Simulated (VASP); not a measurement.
# HfO2 (fluorite type) (Fm-3m) in VASP: a series of runs

Aim: see how the results for HfO2 (fluorite type) move with the level of theory and the settings. Levels: r2SCAN, PBE. Tasks: single point.

Program: VASP 6.6.1. These are calculated values, not measurements. Logs are shortened: lines on timing, memory, paths and dates and some standing lists are left out, and cuts for length are marked.

### 1 The cell of the first run

The structure is cubic, space group Fm-3m (No. 225). Conventional cell: a = 5.115 Å, b = 5.115 Å, c = 5.115 Å, α = 90.00°, β = 90.00°, γ = 90.00°. Within 2.9 Å of Hf (site symmetry m-3m) lie 8 O at 2.21 Å. O (site symmetry -43m) has 4 Hf at 2.21 Å and 6 O at 2.56 Å within 2.9 Å.

### 2 Single point, r2SCAN

POSCAR reads:

```
HfO2
1.0
    0.0000000000      2.5574200455      2.5574200455
    2.5574200455      0.0000000000      2.5574200455
    2.5574200455      2.5574200455      0.0000000000
Hf O
1 2
Direct
    0.0000000000      0.0000000000      0.0000000000
    0.2500000000      0.2500000000      0.2500000000
    0.7500000000      0.7500000000      0.7500000000
```

INCAR.step1 reads:

```
SYSTEM = HfO2
ALGO = Normal
EDIFF = 1E-4
ENCUT = 520
GGA = PE
ISMEAR = -1
LASPH = .True.
LCHARG = .False.
LREAL = .False.
LWAVE = .True.
NBANDS = 18
NELM = 100
PREC = Accurate
SIGMA = 0.1
```

INCAR.step2 reads:

```
SYSTEM = HfO2
ALGO = Normal
EDIFF = 1E-7
ENCUT = 520
ISIF = 2
ISMEAR = -1
ISTART = 1
LASPH = .True.
LCHARG = .False.
LMIXTAU = .True.
LREAL = .False.
LWAVE = .False.
METAGGA = R2SCAN
NBANDS = 18
NELM = 100
PREC = Accurate
SIGMA = 0.1
```

KPOINTS reads:

```
k-points
0
Gamma
  12 12 12
  0 0 0
```

Potentials or basis: VASP PAW PBE potentials, release 64 (Hf_pv, O).

Started as:

```
cat potpaw_PBE.64/Hf_pv/POTCAR potpaw_PBE.64/O/POTCAR > POTCAR
cp INCAR.step1 INCAR
mpirun -np 1 vasp_std > vasp.out
cp INCAR.step2 INCAR
mpirun -np 1 vasp_std > vasp.out
```

OUTCAR:

```text
SYSTEM = HfO2
   EDIFF = 1E-7
   ENCUT = 520
   ISIF = 2
   ISMEAR = -1
   ISTART = 1
   LASPH = .True.
   LREAL = .False.
   METAGGA = R2SCAN
   NELM = 100
   PREC = Accurate

 ion  position               nearest neighbor table
   1  0.000  0.000  0.000-   3 2.21   3 2.21   3 2.21   2 2.21   3 2.21   2 2.21   2 2.21   2 2.21

   2  0.250  0.250  0.250-   1 2.21   1 2.21   1 2.21   1 2.21
   3  0.750  0.750  0.750-   1 2.21   1 2.21   1 2.21   1 2.21

  LATTYP: Found a face centered cubic cell.
 ALAT       =     5.1148400910

  Lattice vectors:

 A1 = (   0.0000000000,   2.5574200455,   2.5574200455)
 A2 = (   2.5574200455,   0.0000000000,   2.5574200455)
 A3 = (   2.5574200455,   2.5574200455,   0.0000000000)

Analysis of symmetry for initial positions (statically):
=====================================================================
 Subroutine PRICEL returns:
 Original cell was already a primitive cell.

 Routine SETGRP: Setting up the symmetry group for a
 face centered cubic supercell.

 Subroutine GETGRP returns: Found 48 space group operations
 (whereof 48 operations were pure point group operations)
 out of a pool of 48 trial point group operations.

The static configuration has the point symmetry O_h .

Analysis of symmetry for dynamics (positions and initial velocities):
=====================================================================
 Subroutine PRICEL returns:
 Original cell was already a primitive cell.

 Routine SETGRP: Setting up the symmetry group for a
 face centered cubic supercell.

 Subroutine GETGRP returns: Found 48 space group operations
 (whereof 48 operations were pure point group operations)
 out of a pool of 48 trial point group operations.

The dynamic configuration has the point symmetry O_h .

 Subroutine INISYM returns: Found 48 space group operations
 (whereof 48 operations are pure point group operations),
 and found     1 'primitive' translations

----------------------------------------------------------------------------------------

                                     Primitive cell

  volume of cell :      33.4531

  direct lattice vectors                    reciprocal lattice vectors
     0.000000000  2.557420045  2.557420045    -0.195509533  0.195509533  0.195509533
     2.557420045  0.000000000  2.557420045     0.195509533 -0.195509533  0.195509533
     2.557420045  2.557420045  0.000000000     0.195509533  0.195509533 -0.195509533

  length of vectors
     3.616738113  3.616738113  3.616738113     0.338632445  0.338632445  0.338632445

  position of ions in fractional coordinates (direct lattice)
     0.000000000  0.000000000  0.000000000
     0.250000000  0.250000000  0.250000000
     0.750000000  0.750000000  0.750000000

  ion indices of the primitive-cell ions
   primitive index   ion index
                 1           1
                 2           2
                 3           3

----------------------------------------------------------------------------------------

 KPOINTS: k-points

Automatic generation of k-mesh.
 Grid dimensions read from file:
 generate k-points for:   12   12   12

 Generating k-lattice:

  Cartesian coordinates                     Fractional coordinates (reciprocal lattice)
    -0.016292461  0.016292461  0.016292461     0.083333333  0.000000000  0.000000000
     0.016292461 -0.016292461  0.016292461     0.000000000  0.083333333  0.000000000
     0.016292461  0.016292461 -0.016292461     0.000000000  0.000000000  0.083333333

  Length of vectors
     0.028219370  0.028219370  0.028219370

  Shift w.r.t. Gamma in fractional coordinates (k-lattice)
     0.000000000  0.000000000  0.000000000

 Subroutine IBZKPT returns following result:
 ===========================================

 Found     72 irreducible k-points:

 Following reciprocal coordinates:
            Coordinates               Weight
  0.000000  0.000000  0.000000      1.000000
  0.083333  0.000000  0.000000      8.000000
  0.166667  0.000000  0.000000      8.000000
  0.250000  0.000000  0.000000      8.000000
  0.333333  0.000000  0.000000      8.000000
  0.416667  0.000000  0.000000      8.000000
[... 16 lines left out ...]
  0.500000  0.166667  0.000000     24.000000
 -0.416667  0.166667  0.000000     24.000000
 [... further k-points ...]
   k-points           NKPTS =     72   k-points in BZ     NKDIM =     72   number of bands    NBANDS=     18
   number of dos      NEDOS =    301   number of ions     NIONS =      3
   total plane-waves  NPLWV =  21952
   dimension x,y,z NGX =    28 NGY =   28 NGZ =   28
   dimension x,y,z NGXF=    56 NGYF=   56 NGZF=   56
   ions per type =               1   2
   NGX,Y,Z   is equivalent  to a cutoff of  12.87, 12.87, 12.87 a.u.
   NGXF,Y,Z  is equivalent  to a cutoff of  25.74, 25.74, 25.74 a.u.
 SYSTEM =  HfO2
   PREC   = accura    normal or accurate (medium, high low for compatibility)
   ISTART =      1    job   : 0-new  1-cont  2-samecut
[... 90 lines left out ...]
      4     -15.5442      2.00000
      5     -13.2626      2.00000
      6      -1.3333      2.00000
[... 10 lines left out ...]
     17      13.9265      0.00000
     18      16.1755      0.00000

 k-point     4 :       0.2500    0.0000    0.0000
  band No.  band energies     occupation
      1     -27.3037      2.00000
      2     -27.1245      2.00000
      3     -27.1245      2.00000
      4     -15.2187      2.00000
      5     -13.4837      2.00000
      6      -1.0703      2.00000
[... 10 lines left out ...]
     17      13.6217      0.00000
     18      16.1685      0.00000

 k-point     5 :       0.3333    0.0000    0.0000
  band No.  band energies     occupation
      1     -27.3992      2.00000
      2     -27.1354      2.00000
      3     -27.1354      2.00000
      4     -14.9173      2.00000
      5     -13.6499      2.00000
      6      -0.8025      2.00000
[... 10 lines left out ...]
     17      13.6536      0.00000
     18      16.1414      0.00000

 k-point     6 :       0.4167    0.0000    0.0000
  band No.  band energies     occupation
      1     -27.4671      2.00000
      2     -27.1434      2.00000
      3     -27.1434      2.00000
      4     -14.7412      2.00000
      5     -13.7078      2.00000
      6      -0.6082      2.00000
[... 10 lines left out ...]
     17      13.4719      0.00000
     18      16.1469      0.00000

 k-point     7 :       0.5000    0.0000    0.0000
  band No.  band energies     occupation
      1     -27.4916      2.00000
      2     -27.1463      2.00000
      3     -27.1463      2.00000
      4     -14.6940      2.00000
      5     -13.7073      2.00000
      6      -0.5388      2.00000
[... 10 lines left out ...]
     17      13.3374      0.00000
     18      16.1549      0.00000

 k-point     8 :       0.0833    0.0833    0.0000
  band No.  band energies     occupation
      1     -27.1330      2.00000
      2     -27.1098      2.00000
      3     -27.1098      2.00000
      4     -15.7564      2.00000
      5     -13.1004      2.00000
      6      -1.5165      2.00000
[... 10 lines left out ...]
     17      14.1975      0.00000
     18      16.1771      0.00000
[... 229 lines left out ...]
     17      13.7506      0.00000
     18      16.1735      0.00000

 k-point    20 :       0.2500    0.1667    0.0000
  band No.  band energies     occupation
      1     -27.2788      2.00000
      2     -27.1434      2.00000
      3     -27.1423      2.00000
      4     -15.1616      2.00000
      5     -13.5271      2.00000
      6      -1.1173      2.00000
[... 10 lines left out ...]
     17      13.5147      0.00000
     18      16.1721      0.00000

 k-point    21 :       0.3333    0.1667    0.0000
  band No.  band energies     occupation
      1     -27.3546      2.00000
      2     -27.1638      2.00000
      3     -27.1539      2.00000
      4     -14.8535      2.00000
      5     -13.7078      2.00000
      6      -0.9148      2.00000
[... 10 lines left out ...]
     17      13.8213      0.00000
     18      16.1699      0.00000

 k-point    22 :       0.4167    0.1667    0.0000
  band No.  band energies     occupation
      1     -27.4183      2.00000
      2     -27.1883      2.00000
      3     -27.1612      2.00000
      4     -14.6066      2.00000
      5     -13.8161      2.00000
      6      -0.9032      2.00000
[... 10 lines left out ...]
     17      14.3976      0.00000
     18      16.1644      0.00000

 k-point    23 :       0.5000    0.1667    0.0000
  band No.  band energies     occupation
      1     -27.4540      2.00000
      2     -27.2104      2.00000
      3     -27.1623      2.00000
      4     -14.4999      2.00000
      5     -13.8250      2.00000
      6      -0.9932      2.00000
[... 10 lines left out ...]
     17      14.5381      0.00000
     18      16.1617      0.00000

 k-point    24 :      -0.4167    0.1667    0.0000
  band No.  band energies     occupation
      1     -27.4546      2.00000
      2     -27.2230      2.00000
      3     -27.1569      2.00000
      4     -14.4935      2.00000
      5     -13.8181      2.00000
      6      -1.0453      2.00000
[... 10 lines left out ...]
     17      14.5559      0.00000
     18      16.1611      0.00000

 [... further k-points ...]
[... 5 lines left out ...]
  --------------------------------------------------------------------------------------
  -------------------------------------------------------------------------------------
  Total       -2.5172848     -2.5172848     -2.5172848     -0.0000000     -0.0000000     -0.0000000
  in kB     -120.5609750   -120.5609750   -120.5609750     -0.0000000     -0.0000000     -0.0000000
  external PRESSURE =    -120.5609750 kB  Pullay stress =       0.0000000 kB

 VOLUME and BASIS-vectors are now :
 -----------------------------------------------------------------------------
  energy-cutoff  :      520.00
  volume of cell :       33.45
      direct lattice vectors                 reciprocal lattice vectors
     0.000000000  2.557420045  2.557420045    -0.195509533  0.195509533  0.195509533
     2.557420045  0.000000000  2.557420045     0.195509533 -0.195509533  0.195509533
     2.557420045  2.557420045  0.000000000     0.195509533  0.195509533 -0.195509533

 POSITION                                       TOTAL-FORCE (eV/Angst)
 -----------------------------------------------------------------------------------
      0.00000      0.00000      0.00000         0.000000      0.000000      0.000000
      1.27871      1.27871      1.27871        -0.000000     -0.000000     -0.000000
      3.83613      3.83613      3.83613         0.000000      0.000000      0.000000
 -----------------------------------------------------------------------------------
    total drift:                                0.000000      0.000000      0.000000

  FREE ENERGIE OF THE ION-ELECTRON SYSTEM (eV)
  ---------------------------------------------------
  free  energy   TOTEN  =       -68.4939788452 eV

  energy  without entropy=      -68.4939788450  energy(sigma->0) =      -68.49397885
```

Run time: 3.7 min. Hardware: 1 thread of Intel Xeon Platinum 8259CL at 2.50GHz (Skylake/Cascade Lake), shared host; peak memory 0.19 GiB.

What came out:

```
Free energy            : -68.4940 eV
Pressure               : -12.1 GPa
Band gap on the k mesh : 4.21 eV
```

Caveat: the cell stands under tension; the PAW data sets were made with another functional, which shifts forces and pressure a little; spin-orbit coupling is left out, which moves the levels of the heavy elements.

### 3 Single point, r2SCAN

This run uses another cell than the first one, of 11.48 Å³/atom.

POSCAR reads:

```
HfO2
1.0
    0.0000000000      2.5824943900      2.5824943900
    2.5824943900      0.0000000000      2.5824943900
    2.5824943900      2.5824943900      0.0000000000
Hf O
1 2
Direct
    0.0000000000      0.0000000000      0.0000000000
    0.2500000000      0.2500000000      0.2500000000
    0.7500000000      0.7500000000      0.7500000000
```

INCAR.step1 reads:

```
PREC = Accurate ; ENCUT = 520
ISMEAR = -1 ; SIGMA = 0.1
LREAL = False ; LASPH = True
NELM = 60 ; NBANDS = 18
GGA = PE ; ALGO = Normal
EDIFF = 1E-4 ; LWAVE = True
LCHARG = False
```

INCAR.step2 reads:

```
PREC = Accurate ; ENCUT = 520
EDIFF = 1E-7 ; ISMEAR = -1
SIGMA = 0.1 ; LREAL = False
LASPH = True ; NELM = 60
ALGO = Normal ; ISIF = 2
LWAVE = False ; LCHARG = False
METAGGA = R2SCAN ; LMIXTAU = True
NBANDS = 18 ; ISTART = 1
```

KPOINTS reads:

```
Automatic mesh
0
Gamma
  12 12 12
```

Potentials or basis: VASP PAW PBE potentials, release 64 (Hf_pv, O).

Started as:

```
cat potpaw_PBE.64/Hf_pv/POTCAR potpaw_PBE.64/O/POTCAR > POTCAR
cp INCAR.step1 INCAR
mpirun -np 1 vasp_std > vasp.out
cp INCAR.step2 INCAR
mpirun -np 1 vasp_std > vasp.out
```

It took 3.6 min on 1 thread of Intel Xeon Platinum 8259CL at 2.50GHz (Skylake/Cascade Lake), shared host; peak memory 0.19 GiB.

It converged, with:

```
Free energy            : -68.4014 eV
Pressure               : -18.2 GPa
Band gap on the k mesh : 4.13 eV
```

Levels at points of the mesh, in eV from the valence-band top:
```
           k point  band 8  band 9  band 10  band 11  band 12  band 13  band 14  band 15
(0.00, 0.00, 0.00)   -5.10   -0.61    -0.61    -0.61     4.24     4.24     6.01    10.28
(0.50, 0.00, 0.00)   -2.98   -2.68    -1.83    -1.83     4.87     4.87     6.96     9.33
(0.50, 0.50, 0.00)   -3.44   -1.46    -1.46     0.00     4.13     5.69     6.65     8.16
```

Caveat: the cell stands under tension; the PAW data sets were made with another functional, which shifts forces and pressure a little; spin-orbit coupling is left out, which moves the levels of the heavy elements.

### 4 Single point, r2SCAN

This run uses another cell than the first one, of 11.48 Å³/atom.

POSCAR is that of step 3.

INCAR.step1 reads:

```
SYSTEM = HfO2
ALGO = Normal
EDIFF = 1E-4
ENCUT = 520
GGA = PE
ISMEAR = -1
LASPH = .True.
LCHARG = .False.
LREAL = .False.
LWAVE = .True.
NBANDS = 18
NELM = 80
PREC = Accurate
SIGMA = 0.1
```

INCAR.step2 reads:

```
SYSTEM = HfO2
ALGO = Normal
EDIFF = 1E-7
ENCUT = 520
ISIF = 2
ISMEAR = -1
ISTART = 1
LASPH = .True.
LCHARG = .False.
LMIXTAU = .True.
LREAL = .False.
LWAVE = .False.
METAGGA = R2SCAN
NBANDS = 18
NELM = 80
PREC = Accurate
SIGMA = 0.1
```

KPOINTS reads:

```
k-points
0
Gamma
  12 12 12
  0 0 0
```

Started as:

```
cat potpaw_PBE.64/Hf_pv/POTCAR potpaw_PBE.64/O/POTCAR > POTCAR
cp INCAR.step1 INCAR
mpirun -np 1 vasp_std > vasp.out
cp INCAR.step2 INCAR
mpirun -np 1 vasp_std > vasp.out
```

Wall time 3.6 min (1 thread of Intel Xeon Platinum 8259CL at 2.50GHz (Skylake/Cascade Lake), shared host); peak memory 0.19 GiB.

Results (log left out):

```yaml
Free_energy: -68.4014 eV
Pressure: -18.2 GPa
Band_gap_on_the_k_mesh: 4.13 eV
```

Levels at points of the mesh, in eV from the valence-band top:
| k point | band 8 | band 9 | band 10 | band 11 | band 12 | band 13 | band 14 | band 15 |
| --- | --- | --- | --- | --- | --- | --- | --- | --- |
| (0.00, 0.00, 0.00) | -5.10 | -0.61 | -0.61 | -0.61 | 4.24 | 4.24 | 6.01 | 10.28 |
| (0.50, 0.00, 0.00) | -2.98 | -2.68 | -1.83 | -1.83 | 4.87 | 4.87 | 6.96 | 9.33 |
| (0.50, 0.50, 0.00) | -3.44 | -1.46 | -1.46 | 0.00 | 4.13 | 5.69 | 6.65 | 8.16 |

Caveat: the cell stands under tension; the PAW data sets were made with another functional, which shifts forces and pressure a little; spin-orbit coupling is left out, which moves the levels of the heavy elements.

### 5 Single point, PBE

This run uses another cell than the first one, of 11.48 Å³/atom.

INCAR reads:

```
ALGO = Normal
EDIFF = 1E-6
ENCUT = 520
GGA = PE
ISIF = 2
ISMEAR = -1
LASPH = True
LCHARG = False
LREAL = False
LWAVE = False
NBANDS = 18
NELM = 100
PREC = Accurate
SIGMA = 0.06122561905347299
```

KPOINTS reads:

```
k-points
0
Gamma
  37 37 37
```

POSCAR is that of step 4.

Started as:

```
cat potpaw_PBE.64/Hf_pv/POTCAR potpaw_PBE.64/O/POTCAR > POTCAR
mpirun -np 1 vasp_std > vasp.out
```

Wall time 22 min (1 thread of Intel Xeon 8259CL, shared host); peak memory 0.8 GiB.

It converged, with:

```yaml
Free_energy: -30.1782 eV
Pressure: -12.2 GPa
Band_gap_on_the_k_mesh: 3.65 eV (least direct gap 3.66 eV)
```

Levels at points of the mesh, in eV from the valence-band top:
```
           k point  band 8  band 9  band 10  band 11  band 12  band 13  band 14  band 15
(0.00, 0.00, 0.00)   -5.01   -0.58    -0.58    -0.58     3.74     3.74     5.40     9.74
```

Caveat: the cell stands under tension; spin-orbit coupling is left out, which moves the levels of the heavy elements; an odd mesh through Γ misses points on the zone boundary, where band edges can lie.

### 6 Summary

| level | cell | k mesh | smearing | gap on the mesh (eV) | pressure (GPa) |
| --- | --- | --- | --- | --- | --- |
| r2SCAN | a = 3.617 Å, angles 60.0°, 3 atoms | 12 × 12 × 12 | fermi-dirac 0.1 eV | 4.21 | -12.1 |
| r2SCAN | a = 3.652 Å, angles 60.0°, 3 atoms | 12 × 12 × 12 | fermi-dirac 0.1 eV | 4.13 | -18.2 |
| PBE | a = 3.652 Å, angles 60.0°, 3 atoms | 37 × 37 × 37 | fermi-dirac 0.0612256 eV | 3.65 | -12.2 |

Alike in all rows: task single point; potentials or basis VASP PAW PBE potentials, release 64 (Hf_pv, O); no spin polarisation; cutoff (eV) 520.

Caveats: the cell stands under tension; spin-orbit coupling is left out, which moves the levels of the heavy elements; the PAW data sets were made with another functional, which shifts forces and pressure a little (at least some runs); an odd mesh through Γ misses points on the zone boundary, where band edges can lie (at least some runs).

Total energies depend on the potentials used, so only differences within one code and one set of settings carry meaning.
